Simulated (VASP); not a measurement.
# Ge (Fd-3m) in VASP: a series of runs

The runs below take Ge through single point, with HSE06.

All numbers are computed with VASP 6.6.1; they aren't measurements. Logs are shortened: lines on timing, memory, paths and dates and some standing lists are left out, and cuts for length are marked.

## 1. The cell of the first run

Symmetry: Fd-3m, No. 227, cubic system. The conventional cell has a = 5.721 Å, b = 5.721 Å, c = 5.721 Å, α = 90.00°, β = 90.00°, γ = 90.00°. Ge (site symmetry -43m) has 4 Ge at 2.48 Å within 3.3 Å.

## 2. Single point, HSE06

POSCAR

```
Ge
1.0
    0.0000000000      2.8606705585      2.8606705585
    2.8606705585      0.0000000000      2.8606705585
    2.8606705585      2.8606705585      0.0000000000
Ge
2
Direct
    0.0000000000      0.0000000000      0.0000000000
    0.2500000000      0.2500000000      0.2500000000
```

INCAR.step1

```
SYSTEM = Ge
  PREC = Accurate
  ENCUT = 520
  EDIFF = 1E-5
  ISMEAR = -1
  SIGMA = 0.05
  LREAL = .FALSE.
  LASPH = .TRUE.
  NELM = 80
  ALGO = Normal
  ISIF = 2
  LWAVE = .TRUE.
  LCHARG = .FALSE.
  NBANDS = 21
  GGA = PE
```

INCAR.step2

```
SYSTEM = Ge
  PREC = Accurate
  ENCUT = 520
  EDIFF = 1E-6
  ISMEAR = -1
  SIGMA = 0.05
  LREAL = .FALSE.
  LASPH = .TRUE.
  NELM = 80
  ALGO = Normal
  ISIF = 2
  LWAVE = .FALSE.
  LCHARG = .FALSE.
  GGA = PE
  LHFCALC = .TRUE.
  HFSCREEN = 0.2079
  PRECFOCK = Normal
  NBANDS = 21
  ISTART = 1
```

KPOINTS

```
Automatic mesh
0
G
  4 4 4
  0 0 0
```

Potentials or basis: VASP PAW PBE potentials, release 64 (Ge_d).

Command:

```console
cat potpaw_PBE.64/Ge_d/POTCAR > POTCAR
cp INCAR.step1 INCAR
mpirun -np 1 vasp_std > vasp.out
cp INCAR.step2 INCAR
mpirun -np 1 vasp_std > vasp.out
```

OUTCAR:

```text
SYSTEM = Ge
   PREC = Accurate
   ENCUT = 520
   EDIFF = 1E-6
   ISMEAR = -1
   LREAL = .FALSE.
   LASPH = .TRUE.
   NELM = 80
   ISIF = 2
   GGA = PE
   LHFCALC = .TRUE.
   HFSCREEN = 0.2079
   PRECFOCK = Normal
   ISTART = 1

 ion  position               nearest neighbor table
   1  0.000  0.000  0.000-   2 2.48   2 2.48   2 2.48   2 2.48
   2  0.250  0.250  0.250-   1 2.48   1 2.48   1 2.48   1 2.48

  LATTYP: Found a face centered cubic cell.
 ALAT       =     5.7213411170

  Lattice vectors:

 A1 = (   0.0000000000,   2.8606705585,   2.8606705585)
 A2 = (   2.8606705585,   0.0000000000,   2.8606705585)
 A3 = (   2.8606705585,   2.8606705585,   0.0000000000)

Analysis of symmetry for initial positions (statically):
=====================================================================
 Subroutine PRICEL returns:
 Original cell was already a primitive cell.

 Routine SETGRP: Setting up the symmetry group for a
 face centered cubic supercell.

 Subroutine GETGRP returns: Found 48 space group operations
 (whereof 24 operations were pure point group operations)
 out of a pool of 48 trial point group operations.

The static configuration has the point symmetry T_d .
 The point group associated with its full space group is O_h .

Analysis of symmetry for dynamics (positions and initial velocities):
=====================================================================
 Subroutine PRICEL returns:
 Original cell was already a primitive cell.

 Routine SETGRP: Setting up the symmetry group for a
 face centered cubic supercell.

 Subroutine GETGRP returns: Found 48 space group operations
 (whereof 24 operations were pure point group operations)
 out of a pool of 48 trial point group operations.

The dynamic configuration has the point symmetry T_d .
 The point group associated with its full space group is O_h .

 Subroutine INISYM returns: Found 48 space group operations
 (whereof 24 operations are pure point group operations),
 and found     1 'primitive' translations

----------------------------------------------------------------------------------------

                                     Primitive cell

  volume of cell :      46.8202

  direct lattice vectors                    reciprocal lattice vectors
[... 70 lines left out ...]
   EDIFF  = 0.1E-05   stopping-criterion for ELM
   LREAL  =      F    real-space projection
   EDIFFG = 0.1E-04   stopping-criterion for IOM
   NSW    =      0    number of steps for IOM
   IBRION =     -1    ionic relax: 0-MD 1-quasi-New 2-CG
   NFREE  =      0    steps in history (QN), initial steepest desc. (CG)
   ISIF   =      2    stress and relaxation
   ISYM   =      3    0-nonsym 1-usesym 2-fastsym
   POTIM  = 0.5000    time-step for ionic-motion
   TEBEG  =    0.0;   TEEND  =   0.0 temperature during run
   PSTRESS=    0.0 pullay stress
   NELECT =      28.0000    total number of electrons
   NUPDOWN=      -1.0000    fix difference up-down
   EMIN   =  10.00;   EMAX   =-10.00  energy-range for DOS
   EFERMI =   0.00;   METHOD = LEGACY
   ISMEAR =    -1;   SIGMA  =   0.05  broadening in eV -4-tet -1-fermi 0-gaus
   EFERMI_NEDOS =   21; number of points for ismear=-14 and -15
   IALGO  =     38    algorithm
   IMIX   =      1    mixing-type and parameters
     AMIX     =   0.40;   BMIX     =  1.00
     AMIX_MAG =   1.60;   BMIX_MAG =  1.00
  volume/ion in A,a.u.               =      23.41       157.98
  Fermi-wavevector in a.u.,A,eV,Ry     =   1.379271  2.606445 25.883574  1.902389
  Thomas-Fermi vector in A             =   2.504256
   LORBIT       =      0    0 simple, 1 ext, 2 COOP (PROOUT), +10 PAW based schemes
   GGA     = PE    functional components
   LHFCALC =     T    Hartree Fock is set to
   PRECFOCK=normal    Normal, Fast or Accurate (Low or Medium for compatibility)
   ENCUT4O =  -1.0   cutoff for four orbital integrals eV
   NKREDX  =     1    reduce k-point grid by
   NKREDY  =     1    reduce k-point grid by
   NKREDZ  =     1    reduce k-point grid by
   AEXX    =    0.2500 exact exchange contribution
   HFSCREEN=    0.2079 screening length (either q_TF or 0.3 A-1)
   HFSCREENC=   0.2079 screening length for correlation (either q_TF or 0.3 A-1)
   ENCUTFOCK=  -1.0 apply spherical cutoff to Coloumb kernel
   IVDW    =     0    specifies the selected vdW correction
   LEPSILON=     F    determine dielectric tensor
   LRPA    =     F    only Hartree local field effects (RPA)
 non-spin polarized calculation
  energy-cutoff  :      520.00
  volume of cell :       46.82
 maximum number of plane-waves:      1283
  NGX = 24; NGY = 24; NGZ = 24

 number of electron      27.9999994 magnetization

 Free energy of the ion-electron system (eV)
  ---------------------------------------------------
  ext. energy  EPLUGINS =         0.00000000
  ---------------------------------------------------
  free energy    TOTEN  =       -10.45488116 eV

  energy without entropy =      -10.45478908  energy(sigma->0) =      -10.45483512

 E-fermi :   4.6938     XC(G=0):  -8.0824

 val. band max:        4.3622580422   @ k =   0.0000   0.0000   0.0000
 cond. band min:       4.9810617253   @ k =   0.0000   0.0000   0.0000
 fundamental gap:      0.6188036832
 Fermi energy:         4.6938263294

 k-point     1 :       0.0000    0.0000    0.0000
  band No.  band energies     occupation
      1     -23.5185      2.00000
      2     -23.5185      2.00000
      3     -23.5185      2.00000
      4     -23.4841      2.00000
      5     -23.4841      2.00000
      6     -23.2937      2.00000
[... 181 lines left out ...]
     20      16.3424      0.00000
     21      18.2674      0.00000

------------------------ aborting loop because EDIFF is reached ----------------------------------------

  FORCE on cell =-STRESS in cart. coord.  units (eV):
  Direction    XX          YY          ZZ          XY          YZ          ZX
  --------------------------------------------------------------------------------------
  -------------------------------------------------------------------------------------
  Total       -0.3696608     -0.3696608     -0.3696608     -0.0000000      0.0000000      0.0000000
  in kB      -12.6497065    -12.6497065    -12.6497065     -0.0000000      0.0000000      0.0000000
  external PRESSURE =     -12.6497065 kB  Pullay stress =       0.0000000 kB

 VOLUME and BASIS-vectors are now :
 -----------------------------------------------------------------------------
  energy-cutoff  :      520.00
  volume of cell :       46.82
      direct lattice vectors                 reciprocal lattice vectors
     0.000000000  2.860670558  2.860670558    -0.174784195  0.174784195  0.174784195
     2.860670558  0.000000000  2.860670558     0.174784195 -0.174784195  0.174784195
     2.860670558  2.860670558  0.000000000     0.174784195  0.174784195 -0.174784195

 POSITION                                       TOTAL-FORCE (eV/Angst)
 -----------------------------------------------------------------------------------
      0.00000      0.00000      0.00000         0.000000      0.000000      0.000000
      1.43034      1.43034      1.43034        -0.000000     -0.000000     -0.000000
 -----------------------------------------------------------------------------------
    total drift:                               -0.000000     -0.000000      0.000000

  FREE ENERGIE OF THE ION-ELECTRON SYSTEM (eV)
  ---------------------------------------------------
  free  energy   TOTEN  =       -10.4548811603 eV

  energy  without entropy=      -10.4547890828  energy(sigma->0) =      -10.45483512
```

OSZICAR.step1:

```text
N       E                     dE             d eps       ncg     rms          rms(c)
DAV:   1     0.175988262312E+03    0.17599E+03   -0.14603E+04   382   0.366E+03
DAV:   2     0.168774592176E+02   -0.15911E+03   -0.15298E+03   341   0.575E+02
DAV:   3    -0.808977634152E+01   -0.24967E+02   -0.24824E+02   391   0.139E+02
DAV:   4    -0.885901619859E+01   -0.76924E+00   -0.76841E+00   371   0.282E+01
DAV:   5    -0.887171350768E+01   -0.12697E-01   -0.12697E-01   386   0.397E+00    0.315E+00
DAV:   6    -0.881115275687E+01    0.60561E-01   -0.21514E-02   386   0.139E+00    0.188E+00
DAV:   7    -0.878137390818E+01    0.29779E-01   -0.52394E-02   367   0.195E+00    0.150E-01
DAV:   8    -0.878358844882E+01   -0.22145E-02   -0.60294E-03   356   0.900E-01    0.491E-02
DAV:   9    -0.878384755177E+01   -0.25910E-03   -0.33815E-04   371   0.201E-01    0.157E-02
DAV:  10    -0.878385970544E+01   -0.12154E-04   -0.30514E-05   327   0.658E-02    0.668E-03
DAV:  11    -0.878386156887E+01   -0.18634E-05   -0.60600E-06   262   0.365E-02
   1 F= -.87838616E+01 E0= -.87809032E+01  d E =-.591683E-02
```

Wall time 28 min (1 thread of Intel Xeon 8259CL, shared host); peak memory 0.27 GiB.

What came out:

| Property | Result |
| --- | --- |
| Free energy | -10.4549 eV |
| Pressure | -1.3 GPa |
| Band gap on the k mesh | 0.62 eV |

Caveat: the k points lie up to 0.48 Å⁻¹ apart; the PAW data sets were made with another functional, which shifts forces and pressure a little. A k mesh can miss the band edges.

## 3. Single point, HSE06

This run uses another cell than the first one, of 24.13 Å³/atom.

POSCAR

```
Ge
1.0
    0.0000000000      2.8895681766      2.8895681766
    2.8895681766      0.0000000000      2.8895681766
    2.8895681766      2.8895681766      0.0000000000
Ge
2
Direct
    0.0000000000      0.0000000000      0.0000000000
    0.2500000000      0.2500000000      0.2500000000
```

INCAR.step1

```
PREC     = Accurate       # precision mode
ENCUT    = 520            # plane-wave cutoff, eV
EDIFF    = 1E-5           # SCF threshold, eV
ISMEAR   = -1             # smearing method
SIGMA    = 0.05           # smearing width, eV
LREAL    = False          # projectors in reciprocal space
LASPH    = True           # aspherical terms in the spheres
NELM     = 80             # most SCF steps
ALGO     = Normal         # electronic algorithm
ISIF     = 2              # what is computed and relaxed
LWAVE    = True           # write WAVECAR
LCHARG   = False          # write CHGCAR
NBANDS   = 21             # bands
GGA      = PE             # functional
```

INCAR.step2

```
PREC     = Accurate       # precision mode
ENCUT    = 520            # plane-wave cutoff, eV
EDIFF    = 1E-6           # SCF threshold, eV
ISMEAR   = -1             # smearing method
SIGMA    = 0.05           # smearing width, eV
LREAL    = False          # projectors in reciprocal space
LASPH    = True           # aspherical terms in the spheres
NELM     = 80             # most SCF steps
ALGO     = Normal         # electronic algorithm
ISIF     = 2              # what is computed and relaxed
LWAVE    = False          # write WAVECAR
LCHARG   = False          # write CHGCAR
GGA      = PE             # functional
LHFCALC  = True           # exact exchange
HFSCREEN = 0.2079         # screening, 1/A
PRECFOCK = Normal       
NBANDS   = 21             # bands
ISTART   = 1
```

KPOINTS

```
regular mesh
0
Gamma
  4 4 4
```

Potentials or basis: VASP PAW PBE potentials, release 64 (Ge_d).

Command:

```console
cat potpaw_PBE.64/Ge_d/POTCAR > POTCAR
cp INCAR.step1 INCAR
mpirun -np 1 vasp_std > vasp.out
cp INCAR.step2 INCAR
mpirun -np 1 vasp_std > vasp.out
```

Wall time 25 min (1 thread of Intel Xeon 8259CL, shared host); peak memory 0.28 GiB.

Results (log left out):

```yaml
Free_energy: -10.4348 eV
Pressure: -3.1 GPa
Band_gap_on_the_k_mesh: 0.30 eV
```

Levels at points of the mesh, in eV from the valence-band top:
```csv
k point,band 10,band 11,band 12,band 13,band 14,band 15,band 16,band 17,band 18,band 19
"(0.00, 0.00, 0.00)",-27.64,-13.52,0.00,0.00,0.00,0.30,3.20,3.20,3.20,7.10
"(0.50, 0.00, 0.00)",-27.62,-11.35,-7.96,-1.42,-1.42,0.65,4.43,4.43,7.91,11.20
"(0.50, 0.50, 0.00)",-27.61,-9.43,-9.43,-3.11,-3.11,1.38,1.38,10.27,10.27,12.22
```

Caveat: the k points lie up to 0.47 Å⁻¹ apart; the PAW data sets were made with another functional, which shifts forces and pressure a little. A k mesh can miss the band edges.

## 4. Single point, HSE06

This run uses another cell than the first one, of 24.13 Å³/atom.

POSCAR is that of step 3.

INCAR.step1

```
SYSTEM = Ge
PREC = Accurate
ENCUT = 520
EDIFF = 1E-5
ISMEAR = -1
SIGMA = 0.05
LREAL = .FALSE.
LASPH = .TRUE.
NELM = 100
ALGO = Normal
ISIF = 2
LWAVE = .TRUE.
LCHARG = .FALSE.
GGA = PE
NBANDS = 21
```

INCAR.step2

```
SYSTEM = Ge
PREC = Accurate
ENCUT = 520
EDIFF = 1E-6
ISMEAR = -1
SIGMA = 0.05
LREAL = .FALSE.
LASPH = .TRUE.
NELM = 100
ALGO = Normal
ISIF = 2
LWAVE = .FALSE.
LCHARG = .FALSE.
GGA = PE
LHFCALC = .TRUE.
HFSCREEN = 0.2079
PRECFOCK = Normal
ISTART = 1
NBANDS = 21
```

KPOINTS

```
regular mesh
0
G
  4 4 4
  0 0 0
```

Potentials or basis: VASP PAW PBE potentials, release 64 (Ge_d).

Command:

```console
cat potpaw_PBE.64/Ge_d/POTCAR > POTCAR
cp INCAR.step1 INCAR
mpirun -np 1 vasp_std > vasp.out
cp INCAR.step2 INCAR
mpirun -np 1 vasp_std > vasp.out
```

OUTCAR:

```text
SYSTEM = Ge
   PREC = Accurate
   ENCUT = 520
   EDIFF = 1E-6
   ISMEAR = -1
   LREAL = .FALSE.
   LASPH = .TRUE.
   NELM = 100
   ISIF = 2
   GGA = PE
   LHFCALC = .TRUE.
   HFSCREEN = 0.2079
   PRECFOCK = Normal
   ISTART = 1

 ion  position               nearest neighbor table
   1  0.000  0.000  0.000-   2 2.50   2 2.50   2 2.50   2 2.50
   2  0.250  0.250  0.250-   1 2.50   1 2.50   1 2.50   1 2.50

  LATTYP: Found a face centered cubic cell.
 ALAT       =     5.7791363532

  Lattice vectors:

 A1 = (   0.0000000000,   2.8895681766,   2.8895681766)
 A2 = (   2.8895681766,   0.0000000000,   2.8895681766)
 A3 = (   2.8895681766,   2.8895681766,   0.0000000000)

Analysis of symmetry for initial positions (statically):
=====================================================================
 Subroutine PRICEL returns:
 Original cell was already a primitive cell.

 Routine SETGRP: Setting up the symmetry group for a
 face centered cubic supercell.

 Subroutine GETGRP returns: Found 48 space group operations
 (whereof 24 operations were pure point group operations)
 out of a pool of 48 trial point group operations.

The static configuration has the point symmetry T_d .
 The point group associated with its full space group is O_h .

Analysis of symmetry for dynamics (positions and initial velocities):
=====================================================================
 Subroutine PRICEL returns:
 Original cell was already a primitive cell.

 Routine SETGRP: Setting up the symmetry group for a
 face centered cubic supercell.

 Subroutine GETGRP returns: Found 48 space group operations
 (whereof 24 operations were pure point group operations)
 out of a pool of 48 trial point group operations.

[... 103 lines left out ...]
     AMIX     =   0.40;   BMIX     =  1.00
     AMIX_MAG =   1.60;   BMIX_MAG =  1.00
  volume/ion in A,a.u.               =      24.13       162.82
  Fermi-wavevector in a.u.,A,eV,Ry     =   1.365478  2.580378 25.368456  1.864529
  Thomas-Fermi vector in A             =   2.491702
   LORBIT       =      0    0 simple, 1 ext, 2 COOP (PROOUT), +10 PAW based schemes
   GGA     = PE    functional components
   LHFCALC =     T    Hartree Fock is set to
   PRECFOCK=normal    Normal, Fast or Accurate (Low or Medium for compatibility)
   ENCUT4O =  -1.0   cutoff for four orbital integrals eV
   NKREDX  =     1    reduce k-point grid by
   NKREDY  =     1    reduce k-point grid by
   NKREDZ  =     1    reduce k-point grid by
   AEXX    =    0.2500 exact exchange contribution
   HFSCREEN=    0.2079 screening length (either q_TF or 0.3 A-1)
   HFSCREENC=   0.2079 screening length for correlation (either q_TF or 0.3 A-1)
   ENCUTFOCK=  -1.0 apply spherical cutoff to Coloumb kernel
   IVDW    =     0    specifies the selected vdW correction
   LEPSILON=     F    determine dielectric tensor
   LRPA    =     F    only Hartree local field effects (RPA)
 non-spin polarized calculation
  energy-cutoff  :      520.00
  volume of cell :       48.25
 maximum number of plane-waves:      1316
  NGX = 24; NGY = 24; NGZ = 24

 number of electron      27.9999973 magnetization

 Free energy of the ion-electron system (eV)
  ---------------------------------------------------
  ext. energy  EPLUGINS =         0.00000000
  ---------------------------------------------------
  free energy    TOTEN  =       -10.43477883 eV

  energy without entropy =      -10.43376978  energy(sigma->0) =      -10.43427430

 E-fermi :   4.2702     XC(G=0):  -7.9721

 val. band max:        4.0898547674   @ k =   0.0000   0.0000   0.0000
 cond. band min:       4.3930318895   @ k =   0.0000   0.0000   0.0000
 fundamental gap:      0.3031771221
 Fermi energy:         4.2701867098

 k-point     1 :       0.0000    0.0000    0.0000
  band No.  band energies     occupation
      1     -23.7691      2.00000
      2     -23.7691      2.00000
      3     -23.7691      2.00000
      4     -23.7368      2.00000
      5     -23.7368      2.00000
      6     -23.5610      2.00000
[... 181 lines left out ...]
     20      15.8167      0.00000
     21      17.7626      0.00000

------------------------ aborting loop because EDIFF is reached ----------------------------------------

  FORCE on cell =-STRESS in cart. coord.  units (eV):
  Direction    XX          YY          ZZ          XY          YZ          ZX
  --------------------------------------------------------------------------------------
  -------------------------------------------------------------------------------------
  Total       -0.9386880     -0.9386880     -0.9386880     -0.0000000     -0.0000000      0.0000000
  in kB      -31.1675742    -31.1675742    -31.1675742     -0.0000000     -0.0000000      0.0000000
  external PRESSURE =     -31.1675742 kB  Pullay stress =       0.0000000 kB

 VOLUME and BASIS-vectors are now :
 -----------------------------------------------------------------------------
  energy-cutoff  :      520.00
  volume of cell :       48.25
      direct lattice vectors                 reciprocal lattice vectors
     0.000000000  2.889568177  2.889568177    -0.173036236  0.173036236  0.173036236
     2.889568177  0.000000000  2.889568177     0.173036236 -0.173036236  0.173036236
     2.889568177  2.889568177  0.000000000     0.173036236  0.173036236 -0.173036236

 POSITION                                       TOTAL-FORCE (eV/Angst)
 -----------------------------------------------------------------------------------
      0.00000      0.00000      0.00000        -0.000000      0.000000      0.000000
      1.44478      1.44478      1.44478         0.000000     -0.000000     -0.000000
 -----------------------------------------------------------------------------------
    total drift:                                0.000001     -0.000000      0.000001

  FREE ENERGIE OF THE ION-ELECTRON SYSTEM (eV)
  ---------------------------------------------------
  free  energy   TOTEN  =       -10.4347788289 eV

  energy  without entropy=      -10.4337697772  energy(sigma->0) =      -10.43427430
```

OSZICAR.step1:

```text
N       E                     dE             d eps       ncg     rms          rms(c)
DAV:   1     0.205384542504E+03    0.20538E+03   -0.14368E+04   364   0.355E+03
DAV:   2     0.201220457910E+02   -0.18526E+03   -0.18045E+03   341   0.676E+02
DAV:   3    -0.786521459271E+01   -0.27987E+02   -0.27847E+02   386   0.145E+02
DAV:   4    -0.885654185146E+01   -0.99133E+00   -0.99027E+00   386   0.321E+01
DAV:   5    -0.887366754664E+01   -0.17126E-01   -0.17125E-01   381   0.465E+00    0.301E+00
DAV:   6    -0.882045974203E+01    0.53208E-01   -0.20822E-02   396   0.141E+00    0.179E+00
DAV:   7    -0.879401282362E+01    0.26447E-01   -0.47318E-02   362   0.194E+00    0.147E-01
DAV:   8    -0.879618220495E+01   -0.21694E-02   -0.61814E-03   371   0.971E-01    0.466E-02
DAV:   9    -0.879637907254E+01   -0.19687E-03   -0.27998E-04   371   0.224E-01    0.165E-02
DAV:  10    -0.879640551299E+01   -0.26440E-04   -0.53557E-05   305   0.846E-02    0.614E-03
DAV:  11    -0.879640743535E+01   -0.19224E-05   -0.86927E-06   282   0.493E-02
   1 F= -.87964074E+01 E0= -.87931334E+01  d E =-.654810E-02
```

Wall time 23 min (1 thread of Intel Xeon 8259CL, shared host); peak memory 0.27 GiB.

Results:

```yaml
Free_energy: -10.4348 eV
Pressure: -3.1 GPa
Band_gap_on_the_k_mesh: 0.30 eV
```

Caveat: the k points lie up to 0.47 Å⁻¹ apart; the PAW data sets were made with another functional, which shifts forces and pressure a little.
